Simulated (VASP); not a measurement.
# Si2Mo (Imm2) in VASP: single point with PBEsol

Aim: the single point of Si2Mo with PBEsol.

Everything below comes from runs of VASP 6.6.1. Logs are shortened: lines on timing, memory, paths and dates and some standing lists are left out, and cuts for length are marked.

## 1. The cell of the first run

It takes space group Imm2 (No. 44, orthorhombic). Conventional cell: a = 3.110 Å, b = 7.626 Å, c = 3.110 Å, α = 90.00°, β = 90.00°, γ = 90.00°. Within 3.2 Å of Si (site symmetry m) lie 5 Mo at 2.40 to 2.69 Å and 9 Si at 2.52 to 3.11 Å. Within 3.2 Å of Mo (site symmetry mm2) lie 10 Si at 2.40 to 2.69 Å and 4 Mo at 3.11 Å.

## 2. Single point, PBEsol (atoms displaced along a vibrational mode, the cell strained)

File INCAR:

```
PREC = Accurate
ENCUT = 520
EDIFF = 1E-6
ISMEAR = 0
SIGMA = 0.15
LREAL = False
LASPH = True
NELM = 80
ALGO = Normal
ISIF = 2
LWAVE = False
LCHARG = False
GGA = PS
NBANDS = 18
```

File KPOINTS:

```
regular mesh
0
Gamma
  18 18 18
```

File POSCAR:

```
Si2Mo
1.0
   -1.5552445885      1.5552445885      3.8131363385
    1.5552445885     -1.5552445885      3.8131363385
    1.5552445885      1.5552445885     -3.8131363385
Si Mo
2 1
Direct
    0.3350567058      0.2867845558     -0.0482721500
    0.6649432942      0.6166711442     -0.0482721500
    0.0000000000      0.0282589543      0.0282589543
```

Potentials or basis: VASP PAW PBE potentials, release 64 (Si, Mo_sv).

Started as:

```console
cat potpaw_PBE.64/Si/POTCAR potpaw_PBE.64/Mo_sv/POTCAR > POTCAR
mpirun -np 1 vasp_std > vasp.out
```

OUTCAR:

```text
PREC = Accurate
   ENCUT = 520
   EDIFF = 1E-6
   ISMEAR = 0
   LREAL = False
   LASPH = True
   NELM = 80
   ISIF = 2
   GGA = PS

 ion  position               nearest neighbor table
   1  0.335  0.287  0.952-   3 2.40   3 2.40   2 2.52   2 2.55   2 2.55   2 2.55   2 2.55   3 2.57
                             3 2.69   3 2.69
   2  0.665  0.617  0.952-   3 2.40   3 2.40   1 2.52   1 2.55   1 2.55   1 2.55   1 2.55   3 2.57
                             3 2.69   3 2.69
   3  0.000  0.028  0.028-   1 2.40   2 2.40   2 2.40   1 2.40   2 2.57   1 2.57   2 2.69   1 2.69
                             2 2.69   1 2.69

  LATTYP: Found a body centered tetragonal cell.
 ALAT       =     3.1104891770
 C/A-ratio  =     2.4517920633

  Lattice vectors:

 A1 = (  -1.5552445885,   1.5552445885,   3.8131363385)
 A2 = (   1.5552445885,  -1.5552445885,   3.8131363385)
 A3 = (   1.5552445885,   1.5552445885,  -3.8131363385)

Analysis of symmetry for initial positions (statically):
=====================================================================
 Subroutine PRICEL returns:
 Original cell was already a primitive cell.

 Routine SETGRP: Setting up the symmetry group for a
 body centered tetragonal supercell.

 Subroutine GETGRP returns: Found  4 space group operations
 (whereof  4 operations were pure point group operations)
 out of a pool of 16 trial point group operations.

The static configuration has the point symmetry C_2v.

Analysis of symmetry for dynamics (positions and initial velocities):
=====================================================================
 Subroutine PRICEL returns:
 Original cell was already a primitive cell.

 Routine SETGRP: Setting up the symmetry group for a
 body centered tetragonal supercell.

 Subroutine GETGRP returns: Found  4 space group operations
 (whereof  4 operations were pure point group operations)
 out of a pool of 16 trial point group operations.

The dynamic configuration has the point symmetry C_2v.

 Subroutine INISYM returns: Found  4 space group operations
 (whereof  4 operations are pure point group operations),
 and found     1 'primitive' translations

----------------------------------------------------------------------------------------

                                     Primitive cell

  volume of cell :      36.8926

  direct lattice vectors                    reciprocal lattice vectors
    -1.555244588  1.555244588  3.813136339     0.000000000  0.321492840  0.131125655
     1.555244588 -1.555244588  3.813136339     0.321492840  0.000000000  0.131125655
     1.555244588  1.555244588 -3.813136339     0.321492840  0.321492840  0.000000000

  length of vectors
     4.401997296  4.401997296  4.401997296     0.347205391  0.347205391  0.454659535

  position of ions in fractional coordinates (direct lattice)
     0.335056706  0.286784556  0.951727850
     0.664943294  0.616671144  0.951727850
     0.000000000  0.028258954  0.028258954

  ion indices of the primitive-cell ions
   primitive index   ion index
                 1           1
                 2           2
                 3           3

----------------------------------------------------------------------------------------

 KPOINTS: regular mesh

Automatic generation of k-mesh.
 Grid dimensions read from file:
 generate k-points for:   18   18   18

 Generating k-lattice:

  Cartesian coordinates                     Fractional coordinates (reciprocal lattice)
     0.000000000  0.017860713  0.007284759     0.055555556  0.000000000 -0.000000000
     0.017860713  0.000000000  0.007284759     0.000000000  0.055555556 -0.000000000
     0.017860713  0.017860713  0.000000000     0.000000000  0.000000000  0.055555556

  Length of vectors
     0.019289188  0.019289188  0.025258863

  Shift w.r.t. Gamma in fractional coordinates (k-lattice)
     0.000000000  0.000000000  0.000000000

 Subroutine IBZKPT returns following result:
 ===========================================

 Found    865 irreducible k-points:

 Following reciprocal coordinates:
            Coordinates               Weight
  0.000000  0.000000  0.000000      1.000000
  0.055556  0.000000 -0.000000      4.000000
  0.000000  0.055556 -0.000000      4.000000
  0.111111  0.000000 -0.000000      4.000000
  0.000000  0.111111 -0.000000      4.000000
  0.166667  0.000000 -0.000000      4.000000
[... 16 lines left out ...]
  0.166667  0.055556  0.000000      8.000000
  0.000000  0.222222 -0.055556      8.000000
 [... further k-points ...]
   k-points           NKPTS =    865   k-points in BZ     NKDIM =    865   number of bands    NBANDS=     18
   number of dos      NEDOS =    301   number of ions     NIONS =      3
   total plane-waves  NPLWV =  46656
   dimension x,y,z NGX =    36 NGY =   36 NGZ =   36
   dimension x,y,z NGXF=    72 NGYF=   72 NGZF=   72
   ions per type =               2   1
   NGX,Y,Z   is equivalent  to a cutoff of  13.60, 13.60, 13.60 a.u.
   NGXF,Y,Z  is equivalent  to a cutoff of  27.19, 27.19, 27.19 a.u.
 SYSTEM =  unknown system
   PREC   = accura    normal or accurate (medium, high low for compatibility)
   ISTART =      0    job   : 0-new  1-cont  2-samecut
   ICHARG =      2    charge: 1-file 2-atom 10-const
   ISPIN  =      1    spin polarized calculation?
   LNONCOLLINEAR =      F non collinear calculations
   LSORBIT =      F    spin-orbit coupling
   LASPH  =      T    aspherical Exc in radial PAW
   ENCUT  =  520.0 eV  38.22 Ry    6.18 a.u.   8.18  8.18  8.18*2*pi/ulx,y,z
   NELM   =     80;   NELMIN=  2; NELMDL= -5     # of ELM steps
   EDIFF  = 0.1E-05   stopping-criterion for ELM
   LREAL  =      F    real-space projection
   EDIFFG = 0.1E-04   stopping-criterion for IOM
   NSW    =      0    number of steps for IOM
   IBRION =     -1    ionic relax: 0-MD 1-quasi-New 2-CG
   NFREE  =      0    steps in history (QN), initial steepest desc. (CG)
   ISIF   =      2    stress and relaxation
   ISYM   =      2    0-nonsym 1-usesym 2-fastsym
   POTIM  = 0.5000    time-step for ionic-motion
   TEBEG  =    0.0;   TEEND  =   0.0 temperature during run
   PSTRESS=    0.0 pullay stress
   NELECT =      22.0000    total number of electrons
   NUPDOWN=      -1.0000    fix difference up-down
   EMIN   =  10.00;   EMAX   =-10.00  energy-range for DOS
   EFERMI =   0.00;   METHOD = LEGACY
   ISMEAR =     0;   SIGMA  =   0.15  broadening in eV -4-tet -1-fermi 0-gaus
   EFERMI_NEDOS =   21; number of points for ismear=-14 and -15
   IALGO  =     38    algorithm
   IMIX   =      4    mixing-type and parameters
     AMIX     =   0.40;   BMIX     =  1.00
     AMIX_MAG =   1.60;   BMIX_MAG =  1.00
  volume/ion in A,a.u.               =      12.30        82.99
  Fermi-wavevector in a.u.,A,eV,Ry     =   1.377957  2.603962 25.834291  1.898767
  Thomas-Fermi vector in A             =   2.503063
   LORBIT       =      0    0 simple, 1 ext, 2 COOP (PROOUT), +10 PAW based schemes
   GGA     = PS    functional components
   LHFCALC =     F    Hartree Fock is set to
   AEXX    =    0.0000 exact exchange contribution
   IVDW    =     0    specifies the selected vdW correction
   LEPSILON=     F    determine dielectric tensor
   LRPA    =     F    only Hartree local field effects (RPA)
 non-spin polarized calculation
 Gauss-broadening in eV      SIGMA  =   0.15
  energy-cutoff  :      520.00
  volume of cell :       36.89
 maximum number of plane-waves:      1015
 NGX is ok and might be reduce to    36
   NGX = 17   NGY = 17   NGZ = 17

 number of electron      22.0000000 magnetization

 Free energy of the ion-electron system (eV)
  ---------------------------------------------------
  ext. energy  EPLUGINS =         0.00000000
  ---------------------------------------------------
  free energy    TOTEN  =       -24.51473218 eV

  energy without entropy =      -24.51186639  energy(sigma->0) =      -24.51329928

 E-fermi :  13.4899     XC(G=0): -12.9118

 val. band max:       13.4811770184   @ k =  -0.4444   0.5000   0.3333
 cond. band min:      13.5071091570   @ k =  -0.3333  -0.3889   0.3889
 fundamental gap:      0.0259321386
 Fermi energy:        13.4898684553

 k-point     1 :       0.0000    0.0000    0.0000
  band No.  band energies     occupation
      1     -46.9508      2.00000
      2     -21.2349      2.00000
      3     -21.1025      2.00000
      4     -21.0615      2.00000
      5      -0.5785      2.00000
      6       6.5670      2.00000
[... 10 lines left out ...]
     17      19.1633      0.00000
     18      19.8918      0.00000

 k-point     2 :       0.0556    0.0000   -0.0000
  band No.  band energies     occupation
      1     -46.9499      2.00000
      2     -21.2340      2.00000
      3     -21.1141      2.00000
      4     -21.0604      2.00000
      5      -0.5170      2.00000
      6       6.5833      2.00000
[... 10 lines left out ...]
     17      19.5348      0.00000
     18      19.9266      0.00000

 k-point     3 :       0.0000    0.0556   -0.0000
  band No.  band energies     occupation
      1     -46.9499      2.00000
      2     -21.2341      2.00000
      3     -21.1015      2.00000
      4     -21.0727      2.00000
      5      -0.5177      2.00000
      6       6.5812      2.00000
[... 10 lines left out ...]
     17      19.2103      0.00000
     18      20.1573      0.00000

 k-point     4 :       0.1111    0.0000   -0.0000
  band No.  band energies     occupation
      1     -46.9474      2.00000
      2     -21.2316      2.00000
      3     -21.1473      2.00000
      4     -21.0573      2.00000
      5      -0.3343      2.00000
      6       6.6200      2.00000
[... 375 lines left out ...]
      4     -21.1024      2.00000
      5      -0.2414      2.00000
      6       6.4988      2.00000
[... 10 lines left out ...]
     17      19.8222      0.00000
     18      20.7861      0.00000

 k-point    23 :       0.1667    0.0556    0.0000
  band No.  band energies     occupation
      1     -46.9427      2.00000
      2     -21.2287      2.00000
      3     -21.1962      2.00000
      4     -21.0635      2.00000
      5       0.0731      2.00000
      6       6.4507      2.00000
[... 10 lines left out ...]
     17      20.6415      0.00000
     18      21.3463      0.00000

 k-point    24 :       0.0000    0.2222   -0.0556
  band No.  band energies     occupation
      1     -46.9428      2.00000
      2     -21.2289      2.00000
      3     -21.1521      2.00000
      4     -21.1052      2.00000
      5       0.0688      2.00000
      6       6.4530      2.00000
[... 10 lines left out ...]
     17      20.2378      0.00000
     18      21.5463      0.00000

 [... further k-points ...]

------------------------ aborting loop because EDIFF is reached ----------------------------------------

  FORCE on cell =-STRESS in cart. coord.  units (eV):
  Direction    XX          YY          ZZ          XY          YZ          ZX
  --------------------------------------------------------------------------------------
  -------------------------------------------------------------------------------------
  Total        5.1509547      6.3849213      6.0024805      0.0000000      0.0000000      0.0000000
  in kB      223.6961935    277.2850202    260.6763400      0.0000000      0.0000000      0.0000000
  external PRESSURE =     253.8858513 kB  Pullay stress =       0.0000000 kB

 VOLUME and BASIS-vectors are now :
 -----------------------------------------------------------------------------
  energy-cutoff  :      520.00
  volume of cell :       36.89
      direct lattice vectors                 reciprocal lattice vectors
    -1.555244588  1.555244588  3.813136339     0.000000000  0.321492840  0.131125655
     1.555244588 -1.555244588  3.813136339     0.321492840  0.000000000  0.131125655
     1.555244588  1.555244588 -3.813136339     0.321492840  0.321492840  0.000000000

 POSITION                                       TOTAL-FORCE (eV/Angst)
 -----------------------------------------------------------------------------------
      1.40509      1.55524     -1.25790         1.630640      0.000000     -0.643374
      1.40509      1.55524      1.25790         1.630640      0.000000      0.643374
      0.08790      0.00000      0.00000        -3.261280      0.000000      0.000000
 -----------------------------------------------------------------------------------
    total drift:                                0.000187     -0.000000     -0.000000

  FREE ENERGIE OF THE ION-ELECTRON SYSTEM (eV)
  ---------------------------------------------------
  free  energy   TOTEN  =       -24.5147321787 eV

  energy  without entropy=      -24.5118663854  energy(sigma->0) =      -24.51329928
```

It took 5.3 min on 1 thread of Intel Xeon Platinum 8559C (Emerald Rapids), shared host; peak memory 0.63 GiB.

What came out:

- Free energy: -24.5147 eV
- Pressure: 25.4 GPa
- Largest force: 3.261 eV/Å
- Band gap on the k mesh: zero (bands 11 and 12 overlap by 0.64 eV)

Forces on the atoms (eV/Å):
```
Si   1.631  0.000 -0.643
Si   1.631  0.000  0.643
Mo  -3.261  0.000  0.000
```

Stress tensor (GPa, compression positive):
```
22.37  0.00  0.00
 0.00 27.73  0.00
 0.00  0.00 26.07
```

Caveat: the cell differs from its parent crystal (atoms displaced along a vibrational mode, the cell strained); the cell stands under pressure; the PAW data sets were made with another functional, which shifts forces and pressure a little.
